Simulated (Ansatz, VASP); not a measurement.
Two plane-wave programs on YN

```
CELL_PARAMETERS angstrom
0.00000 2.40996 2.40996
2.40996 0.00000 2.40996
2.40996 2.40996 0.00000
ATOMIC_POSITIONS crystal
Y 0.00000 0.00000 0.00000
N 0.50000 0.50000 0.50000
```

Alike in both runs: functional LDA; k mesh 16 × 16 × 16; occupations gaussian, width 0.1 eV; no spin polarisation.

Ansatz relaxed the structure, and its values are those at the end. VASP's run is a single point on that final structure, the one shown.

|  | VASP | Ansatz |
| --- | --- | --- |
| version | VASP 6.6.1 | Ansatz 0.2.0 |
| potentials or method | VASP PAW LDA potentials, release 64 (Y_sv, N), cutoff 600 eV | scalar-relativistic, plane waves, PAW |
| valence electrons in the cell | 16 | 16 |

VASP gave:

```
pressure (GPa) : 0.1
```

Q: Estimate Ansatz's values.

A: Pressure (GPa): 0.0.

Ansatz warns that its potentials were made for another functional, while VASP's fit it. LDA's correlation is that of Perdew and Zunger in VASP and of Perdew and Wang (1992) in Ansatz.
